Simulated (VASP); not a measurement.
# InAs (f.balt) (F-43m) in VASP: single point with PBEsol

Aim: the single point of InAs (f.balt) with PBEsol.

Program: VASP 6.6.1. These are calculated values, not measurements. Logs are shortened: lines on timing, memory, paths and dates and some standing lists are left out, and cuts for length are marked.

**1. The cell of the first run**

It takes space group F-43m (No. 216, cubic). The conventional cell has a = 6.087 Å, b = 6.087 Å, c = 6.087 Å, α = 90.00°, β = 90.00°, γ = 90.00°. In (site symmetry -43m) has 4 As at 2.64 Å within 3.5 Å. Within 3.5 Å of As (site symmetry -43m) lie 4 In at 2.64 Å.

**2. Single point, PBEsol**

INCAR

```
SYSTEM = InAs
ALGO = Normal ; EDIFF = 1E-6
ENCUT = 500 ; GGA = PS
GGA_COMPAT = .FALSE. ; ISIF = 2
ISMEAR = 0 ; LASPH = .TRUE.
LCHARG = .TRUE. ; LELF = .TRUE.
LREAL = .FALSE. ; LVHAR = .TRUE.
LWAVE = .FALSE. ; NBANDS = 16
NELM = 120 ; PREC = Accurate
SIGMA = 0.1
```

KPOINTS

```
k-points
0
G
  12 12 12
  0 0 0
```

POSCAR

```
InAs
1.0
    0.0000000000      3.0437484055      3.0437484055
    3.0437484055      0.0000000000      3.0437484055
    3.0437484055      3.0437484055      0.0000000000
In As
1 1
Direct
    0.0000000000      0.0000000000      0.0000000000
    0.2500000000      0.2500000000      0.2500000000
```

Potentials or basis: VASP PAW PBE potentials, release 64 (In_d, As).

Started as:

```
> cat potpaw_PBE.64/In_d/POTCAR potpaw_PBE.64/As/POTCAR > POTCAR
> mpirun -np 1 vasp_std > vasp.out
```

OUTCAR:

```text
SYSTEM = InAs
   EDIFF = 1E-6
   ENCUT = 500
   GGA = PS
   ISIF = 2
   ISMEAR = 0
   LASPH = .TRUE.
   LREAL = .FALSE.
   NELM = 120
   PREC = Accurate

 ion  position               nearest neighbor table
   1  0.000  0.000  0.000-   2 2.64   2 2.64   2 2.64   2 2.64
   2  0.250  0.250  0.250-   1 2.64   1 2.64   1 2.64   1 2.64

  LATTYP: Found a face centered cubic cell.
 ALAT       =     6.0874968110

  Lattice vectors:

 A1 = (   0.0000000000,   3.0437484055,   3.0437484055)
 A2 = (   3.0437484055,   0.0000000000,   3.0437484055)
 A3 = (   3.0437484055,   3.0437484055,   0.0000000000)

Analysis of symmetry for initial positions (statically):
=====================================================================
 Subroutine PRICEL returns:
 Original cell was already a primitive cell.

 Routine SETGRP: Setting up the symmetry group for a
 face centered cubic supercell.

 Subroutine GETGRP returns: Found 24 space group operations
 (whereof 24 operations were pure point group operations)
 out of a pool of 48 trial point group operations.

The static configuration has the point symmetry T_d .

Analysis of symmetry for dynamics (positions and initial velocities):
=====================================================================
 Subroutine PRICEL returns:
 Original cell was already a primitive cell.

 Routine SETGRP: Setting up the symmetry group for a
 face centered cubic supercell.

 Subroutine GETGRP returns: Found 24 space group operations
 (whereof 24 operations were pure point group operations)
 out of a pool of 48 trial point group operations.

The dynamic configuration has the point symmetry T_d .

 Subroutine INISYM returns: Found 24 space group operations
 (whereof 24 operations are pure point group operations),
 and found     1 'primitive' translations

----------------------------------------------------------------------------------------

                                     Primitive cell

  volume of cell :      56.3970

  direct lattice vectors                    reciprocal lattice vectors
     0.000000000  3.043748406  3.043748406    -0.164271133  0.164271133  0.164271133
     3.043748406  0.000000000  3.043748406     0.164271133 -0.164271133  0.164271133
     3.043748406  3.043748406  0.000000000     0.164271133  0.164271133 -0.164271133

  length of vectors
     4.304510276  4.304510276  4.304510276     0.284525949  0.284525949  0.284525949

  position of ions in fractional coordinates (direct lattice)
     0.000000000  0.000000000  0.000000000
     0.250000000  0.250000000  0.250000000

  ion indices of the primitive-cell ions
   primitive index   ion index
                 1           1
                 2           2

----------------------------------------------------------------------------------------

 KPOINTS: k-points

Automatic generation of k-mesh.
 Grid dimensions read from file:
 generate k-points for:   12   12   12

 Generating k-lattice:

  Cartesian coordinates                     Fractional coordinates (reciprocal lattice)
    -0.013689261  0.013689261  0.013689261     0.083333333  0.000000000  0.000000000
     0.013689261 -0.013689261  0.013689261     0.000000000  0.083333333  0.000000000
     0.013689261  0.013689261 -0.013689261     0.000000000  0.000000000  0.083333333

  Length of vectors
     0.023710496  0.023710496  0.023710496

  Shift w.r.t. Gamma in fractional coordinates (k-lattice)
     0.000000000  0.000000000  0.000000000

 Subroutine IBZKPT returns following result:
 ===========================================

 Found     72 irreducible k-points:

 Following reciprocal coordinates:
            Coordinates               Weight
  0.000000  0.000000  0.000000      1.000000
  0.083333  0.000000  0.000000      8.000000
  0.166667  0.000000  0.000000      8.000000
  0.250000  0.000000  0.000000      8.000000
  0.333333  0.000000  0.000000      8.000000
  0.416667  0.000000  0.000000      8.000000
[... 16 lines left out ...]
  0.500000  0.166667  0.000000     24.000000
 -0.416667  0.166667  0.000000     24.000000
 [... further k-points ...]
   k-points           NKPTS =     72   k-points in BZ     NKDIM =     72   number of bands    NBANDS=     16
   number of dos      NEDOS =    301   number of ions     NIONS =      2
   total plane-waves  NPLWV =  32768
   dimension x,y,z NGX =    32 NGY =   32 NGZ =   32
   dimension x,y,z NGXF=    64 NGYF=   64 NGZF=   64
   ions per type =               1   1
   NGX,Y,Z   is equivalent  to a cutoff of  12.36, 12.36, 12.36 a.u.
   NGXF,Y,Z  is equivalent  to a cutoff of  24.72, 24.72, 24.72 a.u.
 SYSTEM =  InAs
   PREC   = accura    normal or accurate (medium, high low for compatibility)
   ISTART =      0    job   : 0-new  1-cont  2-samecut
   ICHARG =      2    charge: 1-file 2-atom 10-const
   ISPIN  =      1    spin polarized calculation?
   LNONCOLLINEAR =      F non collinear calculations
   LSORBIT =      F    spin-orbit coupling
   LASPH  =      T    aspherical Exc in radial PAW
   ENCUT  =  500.0 eV  36.75 Ry    6.06 a.u.   7.85  7.85  7.85*2*pi/ulx,y,z
   NELM   =    120;   NELMIN=  2; NELMDL= -5     # of ELM steps
   EDIFF  = 0.1E-05   stopping-criterion for ELM
   LREAL  =      F    real-space projection
   EDIFFG = 0.1E-04   stopping-criterion for IOM
   NSW    =      0    number of steps for IOM
   IBRION =     -1    ionic relax: 0-MD 1-quasi-New 2-CG
   NFREE  =      0    steps in history (QN), initial steepest desc. (CG)
   ISIF   =      2    stress and relaxation
   ISYM   =      2    0-nonsym 1-usesym 2-fastsym
   POTIM  = 0.5000    time-step for ionic-motion
   TEBEG  =    0.0;   TEEND  =   0.0 temperature during run
   PSTRESS=    0.0 pullay stress
   NELECT =      18.0000    total number of electrons
   NUPDOWN=      -1.0000    fix difference up-down
   EMIN   =  10.00;   EMAX   =-10.00  energy-range for DOS
   EFERMI =   0.00;   METHOD = LEGACY
   ISMEAR =     0;   SIGMA  =   0.10  broadening in eV -4-tet -1-fermi 0-gaus
   EFERMI_NEDOS =   21; number of points for ismear=-14 and -15
   IALGO  =     38    algorithm
   IMIX   =      4    mixing-type and parameters
     AMIX     =   0.40;   BMIX     =  1.00
     AMIX_MAG =   1.60;   BMIX_MAG =  1.00
  volume/ion in A,a.u.               =      28.20       190.29
  Fermi-wavevector in a.u.,A,eV,Ry     =   1.118786  2.114198 17.030161  1.251681
  Thomas-Fermi vector in A             =   2.255420
   LORBIT       =      0    0 simple, 1 ext, 2 COOP (PROOUT), +10 PAW based schemes
   GGA     = PS    functional components
   LHFCALC =     F    Hartree Fock is set to
   AEXX    =    0.0000 exact exchange contribution
   IVDW    =     0    specifies the selected vdW correction
   LEPSILON=     F    determine dielectric tensor
   LRPA    =     F    only Hartree local field effects (RPA)
 non-spin polarized calculation
 Gauss-broadening in eV      SIGMA  =   0.10
  energy-cutoff  :      500.00
  volume of cell :       56.40
 maximum number of plane-waves:      1459
   NGX = 15   NGY = 15   NGZ = 15

 number of electron      17.9999992 magnetization

 Free energy of the ion-electron system (eV)
  ---------------------------------------------------
  ext. energy  EPLUGINS =         0.00000000
  ---------------------------------------------------
  free energy    TOTEN  =        -8.49065489 eV

  energy without entropy =       -8.49050194  energy(sigma->0) =       -8.49057841

 E-fermi :   4.2324     XC(G=0):  -9.1974

 val. band max:        4.1719421344   @ k =   0.0000   0.0000   0.0000
 cond. band min:       4.8863389810   @ k =   0.0833   0.0000   0.0000
 fundamental gap:      0.7143968466
 Fermi energy:         4.2323916242

 k-point     1 :       0.0000    0.0000    0.0000
  band No.  band energies     occupation
      1     -10.1195      2.00000
      2     -10.1195      2.00000
      3     -10.1195      2.00000
      4      -9.9997      2.00000
      5      -9.9997      2.00000
      6      -7.5901      2.00000
[... 8 lines left out ...]
     15      13.7860      0.00000
     16      13.7860      0.00000

 k-point     2 :       0.0833    0.0000    0.0000
  band No.  band energies     occupation
      1     -10.1283      2.00000
      2     -10.1169      2.00000
      3     -10.1169      2.00000
      4      -9.9997      2.00000
      5      -9.9997      2.00000
      6      -7.5195      2.00000
[... 8 lines left out ...]
     15      13.1904      0.00000
     16      13.1904      0.00000

 k-point     3 :       0.1667    0.0000    0.0000
  band No.  band energies     occupation
      1     -10.1516      2.00000
      2     -10.1102      2.00000
      3     -10.1102      2.00000
      4      -9.9996      2.00000
      5      -9.9996      2.00000
      6      -7.3154      2.00000
[... 8 lines left out ...]
     15      12.6844      0.00000
     16      12.6844      0.00000

 k-point     4 :       0.2500    0.0000    0.0000
  band No.  band energies     occupation
      1     -10.1818      2.00000
      2     -10.1019      2.00000
      3     -10.1019      2.00000
      4      -9.9985      2.00000
      5      -9.9985      2.00000
      6      -7.0032      2.00000
[... 8 lines left out ...]
     15      12.6447      0.00000
     16      12.6447      0.00000
[... 324 lines left out ...]
 k-point    22 :       0.4167    0.1667    0.0000
  band No.  band energies     occupation
      1     -10.2361      2.00000
      2     -10.0841      2.00000
      3     -10.0783      2.00000
      4     -10.0084      2.00000
      5      -9.9886      2.00000
      6      -6.3240      2.00000
[... 8 lines left out ...]
     15      14.1114      0.00000
     16      14.8405      0.00000

 k-point    23 :       0.5000    0.1667    0.0000
  band No.  band energies     occupation
      1     -10.2463      2.00000
      2     -10.0831      2.00000
      3     -10.0766      2.00000
      4     -10.0037      2.00000
      5      -9.9899      2.00000
      6      -6.0623      2.00000
[... 8 lines left out ...]
     15      14.3966      0.00000
     16      14.9086      0.00000

 k-point    24 :      -0.4167    0.1667    0.0000
  band No.  band energies     occupation
      1     -10.2461      2.00000
      2     -10.0835      2.00000
      3     -10.0780      2.00000
      4      -9.9990      2.00000
      5      -9.9938      2.00000
      6      -6.0214      2.00000
[... 8 lines left out ...]
     15      13.7508      0.00000
     16      14.1274      0.00000

 [... further k-points ...]
[... 5 lines left out ...]
  --------------------------------------------------------------------------------------
  -------------------------------------------------------------------------------------
  Total        0.0261208      0.0261208      0.0261208      0.0000000      0.0000000      0.0000000
  in kB        0.7420621      0.7420621      0.7420621      0.0000000      0.0000000      0.0000000
  external PRESSURE =       0.7420621 kB  Pullay stress =       0.0000000 kB

 VOLUME and BASIS-vectors are now :
 -----------------------------------------------------------------------------
  energy-cutoff  :      500.00
  volume of cell :       56.40
      direct lattice vectors                 reciprocal lattice vectors
     0.000000000  3.043748406  3.043748406    -0.164271133  0.164271133  0.164271133
     3.043748406  0.000000000  3.043748406     0.164271133 -0.164271133  0.164271133
     3.043748406  3.043748406  0.000000000     0.164271133  0.164271133 -0.164271133

 POSITION                                       TOTAL-FORCE (eV/Angst)
 -----------------------------------------------------------------------------------
      0.00000      0.00000      0.00000        -0.000000     -0.000000     -0.000000
      1.52187      1.52187      1.52187         0.000000      0.000000      0.000000
 -----------------------------------------------------------------------------------
    total drift:                               -0.000000     -0.000000     -0.000000

  FREE ENERGIE OF THE ION-ELECTRON SYSTEM (eV)
  ---------------------------------------------------
  free  energy   TOTEN  =        -8.4906548897 eV

  energy  without entropy=       -8.4905019367  energy(sigma->0) =       -8.49057841
```

Wall time 22 s (1 thread of Intel Xeon Platinum 8488C (Sapphire Rapids), shared host); peak memory 0.21 GiB.

What came out:

| Quantity | Value |
| --- | --- |
| Free energy | -8.4907 eV |
| Pressure | 0.1 GPa |
| Band gap on the k mesh | zero (filled and empty bands touch) |

Caveat: the PAW data sets were made with another functional, which shifts forces and pressure a little; spin-orbit coupling is left out, which moves the levels of the heavy elements.
